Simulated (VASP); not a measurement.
# SiC (wurtzite type) (P6_3mc) in VASP: further runs

The runs below take SiC (wurtzite type) through single point, with PBE.

Program: VASP 6.6.1. These are calculated values, not measurements. Logs are shortened: lines on timing, memory, paths and dates and some standing lists are left out, and cuts for length are marked.

**1. The cell of the first run**

It takes space group P6_3mc (No. 186, hexagonal). Conventional cell: a = 3.093 Å, b = 3.093 Å, c = 5.076 Å, α = 90.00°, β = 90.00°, γ = 120.00°. Si (site symmetry 3m) has 4 C at 1.89 to 1.91 Å within 2.5 Å. Within 2.5 Å of C (site symmetry 3m) lie 4 Si at 1.89 to 1.91 Å.

**2. Single point, PBE**

File INCAR:

```
SYSTEM = SiC
ALGO = Normal
EDIFF = 1E-6
ENCUT = 520
GGA = PE
ISIF = 2
ISMEAR = -1
LASPH = .TRUE.
LCHARG = .TRUE.
LELF = .TRUE.
LREAL = .FALSE.
LVHAR = .TRUE.
LWAVE = .FALSE.
NBANDS = 16
NELM = 60
PREC = Accurate
SIGMA = 0.08
```

File KPOINTS:

```
k-points
0
G
  12 12 6
  0 0 0
```

File POSCAR:

```
SiC
1.0
    3.0927898395      0.0000000000      0.0000000000
   -1.5463949197      2.6784345696      0.0000000000
    0.0000000000      0.0000000000      5.0757220386
Si C
2 2
Direct
    0.3333333333      0.6666666667      0.0000808747
    0.6666666667      0.3333333333      0.5000808747
    0.3333333333      0.6666666667      0.3759191253
    0.6666666667      0.3333333333      0.8759191253
```

Potentials or basis: VASP PAW PBE potentials, release 64 (Si, C).

Command:

```
> cat potpaw_PBE.64/Si/POTCAR potpaw_PBE.64/C/POTCAR > POTCAR
> mpirun -np 1 vasp_std > vasp.out
```

OUTCAR:

```text
SYSTEM = SiC
   EDIFF = 1E-6
   ENCUT = 520
   GGA = PE
   ISIF = 2
   ISMEAR = -1
   LASPH = .TRUE.
   LREAL = .FALSE.
   NELM = 60
   PREC = Accurate

 ion  position               nearest neighbor table
   1  0.333  0.667  0.000-   4 1.89   4 1.89   4 1.89   3 1.91   2 3.10   2 3.10   2 3.10   2 3.10
                             2 3.10   2 3.10
   2  0.667  0.333  0.500-   3 1.89   3 1.89   3 1.89   4 1.91   1 3.10   1 3.10   1 3.10   1 3.10
                             1 3.10   1 3.10
   3  0.333  0.667  0.376-   2 1.89   2 1.89   2 1.89   1 1.91
   4  0.667  0.333  0.876-   1 1.89   1 1.89   1 1.89   2 1.91

  LATTYP: Found a hexagonal cell.
 ALAT       =     3.0927898395
 C/A-ratio  =     1.6411467646

  Lattice vectors:

 A1 = (   3.0927898395,   0.0000000000,   0.0000000000)
 A2 = (  -1.5463949197,   2.6784345696,   0.0000000000)
 A3 = (   0.0000000000,   0.0000000000,   5.0757220386)

Analysis of symmetry for initial positions (statically):
=====================================================================
 Subroutine PRICEL returns:
 Original cell was already a primitive cell.

 Routine SETGRP: Setting up the symmetry group for a
 hexagonal supercell.

 Subroutine GETGRP returns: Found 12 space group operations
 (whereof  6 operations were pure point group operations)
 out of a pool of 24 trial point group operations.

The static configuration has the point symmetry C_3v.
 The point group associated with its full space group is C_6v.

Analysis of symmetry for dynamics (positions and initial velocities):
=====================================================================
 Subroutine PRICEL returns:
 Original cell was already a primitive cell.

 Routine SETGRP: Setting up the symmetry group for a
 hexagonal supercell.

 Subroutine GETGRP returns: Found 12 space group operations
 (whereof  6 operations were pure point group operations)
 out of a pool of 24 trial point group operations.

The dynamic configuration has the point symmetry C_3v.
 The point group associated with its full space group is C_6v.

 Subroutine INISYM returns: Found 12 space group operations
 (whereof  6 operations are pure point group operations),
 and found     1 'primitive' translations

----------------------------------------------------------------------------------------

                                     Primitive cell

  volume of cell :      42.0464

  direct lattice vectors                    reciprocal lattice vectors
     3.092789839  0.000000000  0.000000000     0.323332671  0.186676205  0.000000000
[... 95 lines left out ...]
   NFREE  =      0    steps in history (QN), initial steepest desc. (CG)
   ISIF   =      2    stress and relaxation
   ISYM   =      2    0-nonsym 1-usesym 2-fastsym
   POTIM  = 0.5000    time-step for ionic-motion
   TEBEG  =    0.0;   TEEND  =   0.0 temperature during run
   PSTRESS=    0.0 pullay stress
   NELECT =      16.0000    total number of electrons
   NUPDOWN=      -1.0000    fix difference up-down
   EMIN   =  10.00;   EMAX   =-10.00  energy-range for DOS
   EFERMI =   0.00;   METHOD = LEGACY
   ISMEAR =    -1;   SIGMA  =   0.08  broadening in eV -4-tet -1-fermi 0-gaus
   EFERMI_NEDOS =   21; number of points for ismear=-14 and -15
   IALGO  =     38    algorithm
   IMIX   =      4    mixing-type and parameters
     AMIX     =   0.40;   BMIX     =  1.00
     AMIX_MAG =   1.60;   BMIX_MAG =  1.00
  volume/ion in A,a.u.               =      10.51        70.94
  Fermi-wavevector in a.u.,A,eV,Ry     =   1.186329  2.241836 19.148512  1.407376
  Thomas-Fermi vector in A             =   2.322504
   LORBIT       =      0    0 simple, 1 ext, 2 COOP (PROOUT), +10 PAW based schemes
   GGA     = PE    functional components
   LHFCALC =     F    Hartree Fock is set to
   AEXX    =    0.0000 exact exchange contribution
   IVDW    =     0    specifies the selected vdW correction
   LEPSILON=     F    determine dielectric tensor
   LRPA    =     F    only Hartree local field effects (RPA)
 non-spin polarized calculation
  energy-cutoff  :      520.00
  volume of cell :       42.05
 maximum number of plane-waves:      1170
 NGX is ok and might be reduce to    24
   NGX = 11   NGY = 11   NGZ = 19

 number of electron      16.0000000 magnetization

 Free energy of the ion-electron system (eV)
  ---------------------------------------------------
  ext. energy  EPLUGINS =         0.00000000
  ---------------------------------------------------
  free energy    TOTEN  =       -30.11024213 eV

  energy without entropy =      -30.11024212  energy(sigma->0) =      -30.11024213

 E-fermi :   9.2796     XC(G=0): -11.2790

 val. band max:        8.0745924392   @ k =   0.0000   0.0000   0.0000
 cond. band min:      10.3794173230   @ k =   0.3333   0.3333   0.0000
 fundamental gap:      2.3048248838
 Fermi energy:         9.2796087755

 k-point     1 :       0.0000    0.0000    0.0000
  band No.  band energies     occupation
      1      -7.3641      2.00000
      2      -3.8582      2.00000
      3      -0.5290      2.00000
      4       6.7657      2.00000
      5       6.7657      2.00000
      6       7.9646      2.00000
[... 433 lines left out ...]
      3       0.7941      2.00000
      4       2.5024      2.00000
      5       3.3215      2.00000
      6       5.2544      2.00000
[... 8 lines left out ...]
     15      19.2245      0.00000
     16      19.9979      0.00000

 [... further k-points ...]

------------------------ aborting loop because EDIFF is reached ----------------------------------------

  FORCE on cell =-STRESS in cart. coord.  units (eV):
  Direction    XX          YY          ZZ          XY          YZ          ZX
  --------------------------------------------------------------------------------------
  -------------------------------------------------------------------------------------
  Total       -0.0601897     -0.0601897     -0.0569356     -0.0000000      0.0000000      0.0000000
  in kB       -2.2935254     -2.2935254     -2.1695269     -0.0000000      0.0000000      0.0000000
  external PRESSURE =      -2.2521926 kB  Pullay stress =       0.0000000 kB

 VOLUME and BASIS-vectors are now :
 -----------------------------------------------------------------------------
  energy-cutoff  :      520.00
  volume of cell :       42.05
      direct lattice vectors                 reciprocal lattice vectors
     3.092789839  0.000000000  0.000000000     0.323332671  0.186676205  0.000000000
    -1.546394920  2.678434570  0.000000000     0.000000000  0.373352409  0.000000000
     0.000000000  0.000000000  5.075722039     0.000000000  0.000000000  0.197016305

 POSITION                                       TOTAL-FORCE (eV/Angst)
 -----------------------------------------------------------------------------------
     -0.00000      1.78562      0.00041        -0.000000      0.000000      0.000295
      1.54639      0.89281      2.53827         0.000000     -0.000000      0.000295
     -0.00000      1.78562      1.90806        -0.000000     -0.000000     -0.000295
      1.54639      0.89281      4.44592         0.000000     -0.000000     -0.000295
 -----------------------------------------------------------------------------------
    total drift:                               -0.000000      0.000000      0.000502

  FREE ENERGIE OF THE ION-ELECTRON SYSTEM (eV)
  ---------------------------------------------------
  free  energy   TOTEN  =       -30.1102421334 eV

  energy  without entropy=      -30.1102421189  energy(sigma->0) =      -30.11024213
```

stdout:

```text
POSCAR found type information on POSCAR SiC
 POSCAR found :  2 types and       4 ions
 scaLAPACK will be used
 LDA part: xc-table for (Slater+PW92), standard interpolation
 POSCAR, INCAR and KPOINTS ok, starting setup
 FFT: planning ... GRIDC
 FFT: planning ... GRID_SOFT
 FFT: planning ... GRID
 WAVECAR not read
 entering main loop
```

Run time: 67 s. Hardware: 1 thread of Intel Xeon 8259CL, shared host; peak memory 0.18 GiB.

Results:

```
Free energy            : -30.1102 eV
Pressure               : -0.2 GPa
Band gap on the k mesh : 2.30 eV (least direct gap 3.94 eV)
```

**3. Single point, PBE**

File INCAR:

```
SYSTEM = SiC
PREC = Accurate
ENCUT = 520
EDIFF = 1E-6
ISMEAR = -1
SIGMA = 0.08
LREAL = .FALSE.
LASPH = .TRUE.
NELM = 100
ALGO = Normal
ISIF = 2
LWAVE = .FALSE.
LCHARG = .FALSE.
GGA = PE
NBANDS = 16
```

File KPOINTS:

```
Automatic mesh
0
G
  12 12 6
  0 0 0
```

POSCAR, as its differences from that of step 2:

```diff
@@ -2,4 +2,4 @@
 1.0
-    3.0927898395      0.0000000000      0.0000000000
-   -1.5463949197      2.6784345696      0.0000000000
+    3.0927898396      0.0000000000      0.0000000000
+   -1.5463949198      2.6784345696      0.0000000000
     0.0000000000      0.0000000000      5.0757220386
```

Potentials or basis: VASP PAW PBE potentials, release 64 (Si, C).

Command:

```
> cat potpaw_PBE.64/Si/POTCAR potpaw_PBE.64/C/POTCAR > POTCAR
> mpirun -np 1 vasp_std > vasp.out
```

OUTCAR:

```text
SYSTEM = SiC
   PREC = Accurate
   ENCUT = 520
   EDIFF = 1E-6
   ISMEAR = -1
   LREAL = .FALSE.
   LASPH = .TRUE.
   NELM = 100
   ISIF = 2
   GGA = PE

 ion  position               nearest neighbor table
   1  0.333  0.667  0.000-   4 1.89   4 1.89   4 1.89   3 1.91   2 3.10   2 3.10   2 3.10   2 3.10
                             2 3.10   2 3.10
   2  0.667  0.333  0.500-   3 1.89   3 1.89   3 1.89   4 1.91   1 3.10   1 3.10   1 3.10   1 3.10
                             1 3.10   1 3.10
   3  0.333  0.667  0.376-   2 1.89   2 1.89   2 1.89   1 1.91
   4  0.667  0.333  0.876-   1 1.89   1 1.89   1 1.89   2 1.91

  LATTYP: Found a hexagonal cell.
 ALAT       =     3.0927898396
 C/A-ratio  =     1.6411467645

  Lattice vectors:

 A1 = (   3.0927898396,   0.0000000000,   0.0000000000)
 A2 = (  -1.5463949198,   2.6784345696,   0.0000000000)
 A3 = (   0.0000000000,   0.0000000000,   5.0757220386)

Analysis of symmetry for initial positions (statically):
=====================================================================
 Subroutine PRICEL returns:
 Original cell was already a primitive cell.

 Routine SETGRP: Setting up the symmetry group for a
 hexagonal supercell.

 Subroutine GETGRP returns: Found 12 space group operations
 (whereof  6 operations were pure point group operations)
 out of a pool of 24 trial point group operations.

The static configuration has the point symmetry C_3v.
 The point group associated with its full space group is C_6v.

Analysis of symmetry for dynamics (positions and initial velocities):
=====================================================================
 Subroutine PRICEL returns:
 Original cell was already a primitive cell.

 Routine SETGRP: Setting up the symmetry group for a
 hexagonal supercell.

 Subroutine GETGRP returns: Found 12 space group operations
 (whereof  6 operations were pure point group operations)
 out of a pool of 24 trial point group operations.

The dynamic configuration has the point symmetry C_3v.
 The point group associated with its full space group is C_6v.

 Subroutine INISYM returns: Found 12 space group operations
 (whereof  6 operations are pure point group operations),
 and found     1 'primitive' translations

----------------------------------------------------------------------------------------

                                     Primitive cell

  volume of cell :      42.0464

  direct lattice vectors                    reciprocal lattice vectors
     3.092789840  0.000000000  0.000000000     0.323332671  0.186676205  0.000000000
    -1.546394920  2.678434570  0.000000000     0.000000000  0.373352409  0.000000000
     0.000000000  0.000000000  5.075722039     0.000000000  0.000000000  0.197016305

  length of vectors
     3.092789840  3.092789840  5.075722039     0.373352409  0.373352409  0.197016305

  position of ions in fractional coordinates (direct lattice)
     0.333333333  0.666666667  0.000080875
     0.666666667  0.333333333  0.500080875
     0.333333333  0.666666667  0.375919125
     0.666666667  0.333333333  0.875919125

  ion indices of the primitive-cell ions
   primitive index   ion index
                 1           1
                 2           2
                 3           3
                 4           4

[... 31 lines left out ...]
  0.250000 -0.000000  0.000000      6.000000
  0.333333  0.000000  0.000000      6.000000
  0.416667  0.000000  0.000000      6.000000
[... 16 lines left out ...]
  0.250000 -0.000000  0.166667     12.000000
  0.333333  0.000000  0.166667     12.000000
 [... further k-points ...]
   k-points           NKPTS =     76   k-points in BZ     NKDIM =     76   number of bands    NBANDS=     16
   number of dos      NEDOS =    301   number of ions     NIONS =      4
   total plane-waves  NPLWV =  23040
   dimension x,y,z NGX =    24 NGY =   24 NGZ =   40
   dimension x,y,z NGXF=    48 NGYF=   48 NGZF=   80
   ions per type =               2   2
   NGX,Y,Z   is equivalent  to a cutoff of  12.90, 12.90, 13.10 a.u.
   NGXF,Y,Z  is equivalent  to a cutoff of  25.80, 25.80, 26.20 a.u.
 SYSTEM =  SiC
   PREC   = accura    normal or accurate (medium, high low for compatibility)
   ISTART =      0    job   : 0-new  1-cont  2-samecut
   ICHARG =      2    charge: 1-file 2-atom 10-const
   ISPIN  =      1    spin polarized calculation?
   LNONCOLLINEAR =      F non collinear calculations
   LSORBIT =      F    spin-orbit coupling
   LASPH  =      T    aspherical Exc in radial PAW
   ENCUT  =  520.0 eV  38.22 Ry    6.18 a.u.   5.75  5.75  9.44*2*pi/ulx,y,z
   NELM   =    100;   NELMIN=  2; NELMDL= -5     # of ELM steps
   EDIFF  = 0.1E-05   stopping-criterion for ELM
   LREAL  =      F    real-space projection
   EDIFFG = 0.1E-04   stopping-criterion for IOM
   NSW    =      0    number of steps for IOM
   IBRION =     -1    ionic relax: 0-MD 1-quasi-New 2-CG
   NFREE  =      0    steps in history (QN), initial steepest desc. (CG)
   ISIF   =      2    stress and relaxation
   ISYM   =      2    0-nonsym 1-usesym 2-fastsym
   POTIM  = 0.5000    time-step for ionic-motion
   TEBEG  =    0.0;   TEEND  =   0.0 temperature during run
   PSTRESS=    0.0 pullay stress
   NELECT =      16.0000    total number of electrons
   NUPDOWN=      -1.0000    fix difference up-down
   EMIN   =  10.00;   EMAX   =-10.00  energy-range for DOS
   EFERMI =   0.00;   METHOD = LEGACY
   ISMEAR =    -1;   SIGMA  =   0.08  broadening in eV -4-tet -1-fermi 0-gaus
   EFERMI_NEDOS =   21; number of points for ismear=-14 and -15
   IALGO  =     38    algorithm
   IMIX   =      4    mixing-type and parameters
     AMIX     =   0.40;   BMIX     =  1.00
     AMIX_MAG =   1.60;   BMIX_MAG =  1.00
  volume/ion in A,a.u.               =      10.51        70.94
  Fermi-wavevector in a.u.,A,eV,Ry     =   1.186329  2.241836 19.148512  1.407376
  Thomas-Fermi vector in A             =   2.322504
   LORBIT       =      0    0 simple, 1 ext, 2 COOP (PROOUT), +10 PAW based schemes
   GGA     = PE    functional components
   LHFCALC =     F    Hartree Fock is set to
   AEXX    =    0.0000 exact exchange contribution
   IVDW    =     0    specifies the selected vdW correction
   LEPSILON=     F    determine dielectric tensor
   LRPA    =     F    only Hartree local field effects (RPA)
 non-spin polarized calculation
  energy-cutoff  :      520.00
  volume of cell :       42.05
 maximum number of plane-waves:      1170
 NGX is ok and might be reduce to    24
   NGX = 11   NGY = 11   NGZ = 19

 number of electron      16.0000000 magnetization

 Free energy of the ion-electron system (eV)
  ---------------------------------------------------
  ext. energy  EPLUGINS =         0.00000000
  ---------------------------------------------------
  free energy    TOTEN  =       -30.11024213 eV

  energy without entropy =      -30.11024212  energy(sigma->0) =      -30.11024213

 E-fermi :   9.2796     XC(G=0): -11.2790

 val. band max:        8.0745924389   @ k =   0.0000   0.0000   0.0000
 cond. band min:      10.3794173228   @ k =   0.3333   0.3333   0.0000
 fundamental gap:      2.3048248839
 Fermi energy:         9.2796087749

 k-point     1 :       0.0000    0.0000    0.0000
  band No.  band energies     occupation
      1      -7.3641      2.00000
      2      -3.8582      2.00000
      3      -0.5290      2.00000
      4       6.7657      2.00000
      5       6.7657      2.00000
      6       7.9646      2.00000
[... 433 lines left out ...]
      3       0.7941      2.00000
      4       2.5024      2.00000
      5       3.3215      2.00000
      6       5.2544      2.00000
[... 8 lines left out ...]
     15      19.2245      0.00000
     16      19.9979      0.00000

 [... further k-points ...]

------------------------ aborting loop because EDIFF is reached ----------------------------------------

  FORCE on cell =-STRESS in cart. coord.  units (eV):
  Direction    XX          YY          ZZ          XY          YZ          ZX
  --------------------------------------------------------------------------------------
  -------------------------------------------------------------------------------------
  Total       -0.0601897     -0.0601897     -0.0569356     -0.0000000      0.0000000      0.0000000
  in kB       -2.2935254     -2.2935254     -2.1695271     -0.0000000      0.0000000      0.0000000
  external PRESSURE =      -2.2521926 kB  Pullay stress =       0.0000000 kB

 VOLUME and BASIS-vectors are now :
 -----------------------------------------------------------------------------
  energy-cutoff  :      520.00
  volume of cell :       42.05
      direct lattice vectors                 reciprocal lattice vectors
     3.092789840  0.000000000  0.000000000     0.323332671  0.186676205  0.000000000
    -1.546394920  2.678434570  0.000000000     0.000000000  0.373352409  0.000000000
     0.000000000  0.000000000  5.075722039     0.000000000  0.000000000  0.197016305

 POSITION                                       TOTAL-FORCE (eV/Angst)
 -----------------------------------------------------------------------------------
     -0.00000      1.78562      0.00041        -0.000000     -0.000000      0.000295
      1.54639      0.89281      2.53827         0.000000      0.000000      0.000295
     -0.00000      1.78562      1.90806        -0.000000      0.000000     -0.000295
      1.54639      0.89281      4.44592         0.000000     -0.000000     -0.000295
 -----------------------------------------------------------------------------------
    total drift:                               -0.000000      0.000000      0.000502

  FREE ENERGIE OF THE ION-ELECTRON SYSTEM (eV)
  ---------------------------------------------------
  free  energy   TOTEN  =       -30.1102421332 eV

  energy  without entropy=      -30.1102421187  energy(sigma->0) =      -30.11024213
```

OSZICAR:

```text
N       E                     dE             d eps       ncg     rms          rms(c)
DAV:   1     0.250086274519E+02    0.25009E+02   -0.70130E+03  2432   0.887E+02
DAV:   2    -0.312031965604E+02   -0.56212E+02   -0.51104E+02  3400   0.158E+02
DAV:   3    -0.337258465005E+02   -0.25226E+01   -0.25110E+01  3232   0.306E+01
DAV:   4    -0.337451385142E+02   -0.19292E-01   -0.19288E-01  2968   0.325E+00
DAV:   5    -0.337453292948E+02   -0.19078E-03   -0.19078E-03  3152   0.308E-01    0.122E+01
DAV:   6    -0.301881857372E+02    0.35571E+01   -0.64445E+00  3064   0.155E+01    0.549E+00
DAV:   7    -0.301277503864E+02    0.60435E-01   -0.10772E+00  3480   0.603E+00    0.245E+00
DAV:   8    -0.301114161419E+02    0.16334E-01   -0.45661E-02  2768   0.137E+00    0.617E-01
DAV:   9    -0.301098909644E+02    0.15252E-02   -0.74242E-03  3144   0.582E-01    0.124E-01
DAV:  10    -0.301102134533E+02   -0.32249E-03   -0.10413E-03  2944   0.186E-01    0.577E-02
DAV:  11    -0.301102404649E+02   -0.27012E-04   -0.10088E-04  2864   0.707E-02    0.137E-02
DAV:  12    -0.301102415669E+02   -0.11019E-05   -0.70028E-06  3144   0.168E-02    0.409E-03
DAV:  13    -0.301102421332E+02   -0.56636E-06   -0.46328E-07  2128   0.461E-03
   1 F= -.30110242E+02 E0= -.30110242E+02  d E =-.144970E-07
```

stdout:

```text
POSCAR found type information on POSCAR SiC
 POSCAR found :  2 types and       4 ions
 scaLAPACK will be used
 LDA part: xc-table for (Slater+PW92), standard interpolation
 POSCAR, INCAR and KPOINTS ok, starting setup
 FFT: planning ... GRIDC
 FFT: planning ... GRID_SOFT
 FFT: planning ... GRID
 WAVECAR not read
 entering main loop
```

Run time: 59 s. Hardware: 1 thread of Intel Xeon 8259CL, shared host; peak memory 0.18 GiB.

Results:

| Item | Value |
| --- | --- |
| Free energy | -30.1102 eV |
| Pressure | -0.2 GPa |
| Band gap on the k mesh | 2.30 eV (least direct gap 3.94 eV) |
